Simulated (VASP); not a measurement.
# W in VASP: relaxation of the atoms with PBE

Aim: the relaxation of the atoms of W with PBE.

Program: VASP 6.6.1. These are calculated values, not measurements. Logs are shortened: lines on timing, memory, paths and dates and some standing lists are left out, and cuts for length are marked.

## 1. The cell of the first run

The cell holds a slab with vacuum, 3 atoms: a = 2.855 Å, b = 2.855 Å, c = 18.662 Å, α = 90.00°, β = 90.00°, γ = 120.00°.

## 2. Relaxation of the atoms, PBE

Input file INCAR:

```
SYSTEM = W
ALGO = Normal
DIPOL = 0.5 0.5 0.500
EDIFF = 1E-7
EDIFFG = -0.03
ENCUT = 520
GGA = PE
IBRION = 2
IDIPOL = 3
ISIF = 2
ISMEAR = 0
LASPH = .TRUE.
LCHARG = .FALSE.
LDIPOL = .TRUE.
LREAL = .FALSE.
LWAVE = .FALSE.
NELM = 100
NSW = 70
PREC = Accurate
SIGMA = 0.1
```

Input file KPOINTS:

```
k-points
0
G
  12 12 1
  0 0 0
```

Input file POSCAR:

```
W
1.0
    2.8547213223      0.0000000000      0.0000000000
   -1.4273606611      2.4722611858      0.0000000000
    0.0000000000      0.0000000000     18.6617403983
W
3
Selective dynamics
Direct
    0.6666666667      0.3333333333      0.3750989913  F F F
    0.3333333333      0.6666666667      0.5000000000  T T T
    0.0000000000      0.0000000000      0.6249010087  T T T
```

Potentials or basis: VASP PAW PBE potentials, release 64 (W_sv).

Run with:

```console
cat potpaw_PBE.64/W_sv/POTCAR > POTCAR
mpirun -np 1 vasp_std > vasp.out
```

OUTCAR:

```text
SYSTEM = W
   EDIFF = 1E-7
   EDIFFG = -0.03
   ENCUT = 520
   GGA = PE
   IBRION = 2
   ISIF = 2
   ISMEAR = 0
   LASPH = .TRUE.
   LREAL = .FALSE.
   NELM = 100
   NSW = 70
   PREC = Accurate

 ion  position               nearest neighbor table
   1  0.667  0.333  0.375-   2 2.85   2 2.85   2 2.85
   2  0.333  0.667  0.500-   1 2.85   3 2.85   1 2.85   3 2.85   3 2.85   1 2.85
   3  0.000  0.000  0.625-   2 2.85   2 2.85   2 2.85

  LATTYP: Found a hexagonal cell.
 ALAT       =     2.8547213223
 C/A-ratio  =     6.5371496169

  Lattice vectors:

 A1 = (   2.8547213223,   0.0000000000,   0.0000000000)
 A2 = (  -1.4273606611,   2.4722611858,   0.0000000000)
 A3 = (   0.0000000000,   0.0000000000,  18.6617403983)

Analysis of symmetry for initial positions (statically):
=====================================================================
 Subroutine PRICEL returns:
 Original cell was already a primitive cell.

 Routine SETGRP: Setting up the symmetry group for a
 hexagonal supercell.

 Subroutine GETGRP returns: Found 12 space group operations
 (whereof  6 operations were pure point group operations)
 out of a pool of 24 trial point group operations.

The static configuration has the point symmetry C_3v.
 The point group associated with its full space group is D_3d.

Analysis of symmetry for dynamics (positions and initial velocities):
=====================================================================
 Subroutine PRICEL returns:
 Original cell was already a primitive cell.

 Routine SETGRP: Setting up the symmetry group for a
 hexagonal supercell.

 Subroutine GETGRP returns: Found 12 space group operations
 (whereof  6 operations were pure point group operations)
 out of a pool of 24 trial point group operations.

The dynamic configuration has the point symmetry C_3v.
 The point group associated with its full space group is D_3d.

Analysis of constrained symmetry for selective dynamics:
=====================================================================
 Subroutine PRICEL returns:
 Original cell was already a primitive cell.

 Routine SETGRP: Setting up the symmetry group for a
 hexagonal supercell.

 Subroutine GETGRP returns: Found  6 space group operations
 (whereof  6 operations were pure point group operations)
 out of a pool of 24 trial point group operations.

The constrained configuration has the point symmetry C_3v.

 Subroutine INISYM returns: Found  6 space group operations
 (whereof  6 operations are pure point group operations),
 and found     1 'primitive' translations

----------------------------------------------------------------------------------------

                                     Primitive cell

  volume of cell :     131.7074

  direct lattice vectors                    reciprocal lattice vectors
     2.854721322  0.000000000  0.000000000     0.350296890  0.202244004  0.000000000
    -1.427360661  2.472261186  0.000000000     0.000000000  0.404488007  0.000000000
     0.000000000  0.000000000 18.661740398     0.000000000  0.000000000  0.053585570

  length of vectors
     2.854721322  2.854721322 18.661740398     0.404488007  0.404488007  0.053585570

  position of ions in fractional coordinates (direct lattice)
     0.666666667  0.333333333  0.375098991
     0.333333333  0.666666667  0.500000000
     0.000000000  0.000000000  0.624901009

  ion indices of the primitive-cell ions
   primitive index   ion index
                 1           1
                 2           2
                 3           3

----------------------------------------------------------------------------------------

 KPOINTS: k-points

Automatic generation of k-mesh.
 Grid dimensions read from file:
 generate k-points for:   12   12    1

 Generating k-lattice:

  Cartesian coordinates                     Fractional coordinates (reciprocal lattice)
     0.029191407  0.016853667  0.000000000     0.083333333  0.000000000  0.000000000
     0.000000000  0.033707334  0.000000000     0.000000000  0.083333333  0.000000000
     0.000000000  0.000000000  0.053585570     0.000000000  0.000000000  1.000000000

  Length of vectors
     0.033707334  0.033707334  0.053585570

  Shift w.r.t. Gamma in fractional coordinates (k-lattice)
     0.000000000  0.000000000  0.000000000

 Subroutine IBZKPT returns following result:
 ===========================================

 Found     19 irreducible k-points:

 Following reciprocal coordinates:
            Coordinates               Weight
  0.000000  0.000000  0.000000      1.000000
  0.083333 -0.000000  0.000000      6.000000
  0.166667 -0.000000  0.000000      6.000000
  0.250000 -0.000000  0.000000      6.000000
  0.333333 -0.000000  0.000000      6.000000
  0.416667 -0.000000  0.000000      6.000000
[... 11 lines left out ...]
  0.333333  0.250000  0.000000     12.000000
  0.333333  0.333333  0.000000      2.000000
   k-points           NKPTS =     19   k-points in BZ     NKDIM =     19   number of bands    NBANDS=     25
   number of dos      NEDOS =    301   number of ions     NIONS =      3
   total plane-waves  NPLWV =  80640
   dimension x,y,z NGX =    24 NGY =   24 NGZ =  140
   dimension x,y,z NGXF=    48 NGYF=   48 NGZF=  280
   ions per type =               3
   NGX,Y,Z   is equivalent  to a cutoff of  13.98, 13.98, 12.47 a.u.
   NGXF,Y,Z  is equivalent  to a cutoff of  27.95, 27.95, 24.94 a.u.
 SYSTEM =  W
   PREC   = accura    normal or accurate (medium, high low for compatibility)
   ISTART =      0    job   : 0-new  1-cont  2-samecut
   ICHARG =      2    charge: 1-file 2-atom 10-const
   ISPIN  =      1    spin polarized calculation?
   LNONCOLLINEAR =      F non collinear calculations
   LSORBIT =      F    spin-orbit coupling
   LASPH  =      T    aspherical Exc in radial PAW
   ENCUT  =  520.0 eV  38.22 Ry    6.18 a.u.   5.31  5.31 34.70*2*pi/ulx,y,z
   NELM   =    100;   NELMIN=  2; NELMDL= -5     # of ELM steps
   EDIFF  = 0.1E-06   stopping-criterion for ELM
   LREAL  =      F    real-space projection
   EDIFFG = -.3E-01   stopping-criterion for IOM
   NSW    =     70    number of steps for IOM
   IBRION =      2    ionic relax: 0-MD 1-quasi-New 2-CG
   NFREE  =      1    steps in history (QN), initial steepest desc. (CG)
   ISIF   =      2    stress and relaxation
   ISYM   =      2    0-nonsym 1-usesym 2-fastsym
   POTIM  = 0.5000    time-step for ionic-motion
   TEBEG  =    0.0;   TEEND  =   0.0 temperature during run
   PSTRESS=    0.0 pullay stress
   NELECT =      42.0000    total number of electrons
   NUPDOWN=      -1.0000    fix difference up-down
   EMIN   =  10.00;   EMAX   =-10.00  energy-range for DOS
   EFERMI =   0.00;   METHOD = LEGACY
   ISMEAR =     0;   SIGMA  =   0.10  broadening in eV -4-tet -1-fermi 0-gaus
   EFERMI_NEDOS =   21; number of points for ismear=-14 and -15
   IALGO  =     38    algorithm
   IMIX   =      4    mixing-type and parameters
     AMIX     =   0.40;   BMIX     =  1.00
     AMIX_MAG =   1.60;   BMIX_MAG =  1.00
  volume/ion in A,a.u.               =      43.90       296.27
  Fermi-wavevector in a.u.,A,eV,Ry     =   1.118462  2.113586 17.020303  1.250957
  Thomas-Fermi vector in A             =   2.255093
   LORBIT       =      0    0 simple, 1 ext, 2 COOP (PROOUT), +10 PAW based schemes
   GGA     = PE    functional components
   LHFCALC =     F    Hartree Fock is set to
   AEXX    =    0.0000 exact exchange contribution
   IVDW    =     0    specifies the selected vdW correction
   LEPSILON=     F    determine dielectric tensor
   LRPA    =     F    only Hartree local field effects (RPA)
 conjugate gradient relaxation of ions
 non-spin polarized calculation
 Gauss-broadening in eV      SIGMA  =   0.10
  energy-cutoff  :      520.00
  volume of cell :      131.71
 maximum number of plane-waves:      3573
 NGX is ok and might be reduce to    24
   NGX = 11   NGY = 11   NGZ = 69

--------------------------------------- Ionic step        1  -------------------------------------------

 number of electron      41.9999994 magnetization

 Free energy of the ion-electron system (eV)
  ---------------------------------------------------
  ext. energy  EPLUGINS =         0.00000000
  ---------------------------------------------------
  free energy    TOTEN  =       -35.03691512 eV

  energy without entropy =      -35.01635747  energy(sigma->0) =      -35.02663630

------------------------ aborting loop because EDIFF is reached ----------------------------------------

  FORCE on cell =-STRESS in cart. coord.  units (eV):
  Direction    XX          YY          ZZ          XY          YZ          ZX
  --------------------------------------------------------------------------------------
  -------------------------------------------------------------------------------------
  Total       -6.8670543     -6.8670543      0.7682292     -0.0000000      0.0000000      0.0000000
  in kB      -83.5354570    -83.5354570      9.3452552     -0.0000000      0.0000000      0.0000000
  external PRESSURE =     -52.5752196 kB  Pullay stress =       0.0000000 kB

 VOLUME and BASIS-vectors are now :
 -----------------------------------------------------------------------------
  energy-cutoff  :      520.00
  volume of cell :      131.71
      direct lattice vectors                 reciprocal lattice vectors
     2.854721322  0.000000000  0.000000000     0.350296890  0.202244004  0.000000000
    -1.427360661  2.472261186  0.000000000     0.000000000  0.404488007  0.000000000
     0.000000000  0.000000000 18.661740398     0.000000000  0.000000000  0.053585570
[... 149 lines left out ...]
 POSITION                                       TOTAL-FORCE (eV/Angst)
 -----------------------------------------------------------------------------------
      1.42736      0.82409      7.00000         0.000000     -0.000000     -0.019228
     -0.00000      1.64817      9.34907        -0.000000     -0.000000      0.034300
     -0.00000      0.00000     11.70198         0.000000      0.000000     -0.015072
 -----------------------------------------------------------------------------------
    total drift:                               -0.000000      0.000000      0.000254

  FREE ENERGIE OF THE ION-ELECTRON SYSTEM (eV)
  ---------------------------------------------------
  free  energy   TOTEN  =       -35.0403649268 eV

  energy  without entropy=      -35.0194521504  energy(sigma->0) =      -35.02990854

 dipolmoment           0.000000      0.000000     -0.000216 electrons x Angstroem

--------------------------------------- Ionic step        6  -------------------------------------------

 number of electron      41.9999999 magnetization

 dipolmoment           0.000000      0.000000      0.000169 electrons x Angstroem

 Free energy of the ion-electron system (eV)
  ---------------------------------------------------
  ext. energy  EPLUGINS =         0.00000000
  ---------------------------------------------------
  free energy    TOTEN  =       -35.04038301 eV

  energy without entropy =      -35.01938975  energy(sigma->0) =      -35.02988638

 E-fermi :   0.9899     XC(G=0):  -6.1665

 val. band max:        0.9730400579   @ k =   0.0833  -0.0000   0.0000
 cond. band min:       1.0084014128   @ k =   0.4167   0.1667   0.0000
 fundamental gap:      0.0353613549
 Fermi energy:         0.9899023767

 k-point     1 :       0.0000    0.0000    0.0000
  band No.  band energies     occupation
      1     -72.8744      2.00000
      2     -72.7744      2.00000
      3     -72.7625      2.00000
      4     -37.4772      2.00000
      5     -37.1129      2.00000
      6     -36.7206      2.00000
[... 17 lines left out ...]
     24       1.0442      0.44259
     25       1.4612      0.00000
[... 483 lines left out ...]
      5     -37.3150      2.00000
      6     -37.2160      2.00000
[... 17 lines left out ...]
     24       2.4336      0.00000
     25       4.0157      0.00000

------------------------ aborting loop because EDIFF is reached ----------------------------------------

 vacuum level on the upper side and lower side of the slab       (xc-potential included)        -0.188        -0.172

  FORCE on cell =-STRESS in cart. coord.  units (eV):
  Direction    XX          YY          ZZ          XY          YZ          ZX
  --------------------------------------------------------------------------------------
  -------------------------------------------------------------------------------------
  Total       -7.2369674     -7.2369674     -0.0662104     -0.0000000      0.0000000     -0.0000000
  in kB      -88.0353276    -88.0353276     -0.8054281     -0.0000000      0.0000000     -0.0000000
  external PRESSURE =     -58.9586944 kB  Pullay stress =       0.0000000 kB

 VOLUME and BASIS-vectors are now :
 -----------------------------------------------------------------------------
  energy-cutoff  :      520.00
  volume of cell :      131.71
      direct lattice vectors                 reciprocal lattice vectors
     2.854721322  0.000000000  0.000000000     0.350296890  0.202244004  0.000000000
    -1.427360661  2.472261186  0.000000000     0.000000000  0.404488007  0.000000000
     0.000000000  0.000000000 18.661740398     0.000000000  0.000000000  0.053585570

 POSITION                                       TOTAL-FORCE (eV/Angst)
 -----------------------------------------------------------------------------------
      1.42736      0.82409      7.00000         0.000000     -0.000000     -0.001795
     -0.00000      1.64817      9.35112        -0.000000      0.000000      0.017886
     -0.00000      0.00000     11.70420        -0.000000     -0.000000     -0.016092
 -----------------------------------------------------------------------------------
    total drift:                               -0.000000      0.000000      0.000398

  FREE ENERGIE OF THE ION-ELECTRON SYSTEM (eV)
  ---------------------------------------------------
  free  energy   TOTEN  =       -35.0403830101 eV

  energy  without entropy=      -35.0193897453  energy(sigma->0) =      -35.02988638

 reached required accuracy - stopping structural energy minimisation

 vacuum level on the upper side and lower side of the slab         5.733         5.749
```

It took 4.2 min on 1 thread of Intel Xeon Platinum 8488C (Sapphire Rapids), shared host; peak memory 0.29 GiB.

Results:

```
Free energy               : -35.0404 eV
Energy gained by relaxing : 1.2 meV/atom
Ionic steps               : 6
Band gap on the k mesh    : zero (bands 21 and 22 overlap by 1.53 eV)
```

The path:
```
step  energy change (eV)  largest force on free atoms (eV/Å)  pressure (GPa)
   1              0.0000                              0.1718           -5.26
   2             -0.0011                              0.0988           -5.38
   3             -0.0017                              0.1860           -5.57
   4             -0.0024                              0.1477           -5.64
   5             -0.0034                              0.0343           -5.86
   6             -0.0035                              0.0179           -5.90
```

Final structure:
```
W
1.0
     2.85472    0.00000    0.00000
    -1.42736    2.47226    0.00000
     0.00000    0.00000   18.66174
W
3
Direct
  0.66667 0.33333 0.37510
  0.33333 0.66667 0.50109
  0.00000 0.00000 0.62718
```

Caveat: spin-orbit coupling is left out, which moves the levels of the heavy elements.

The gap in the log of VASP goes by the Fermi energy; the results here count the filled bands.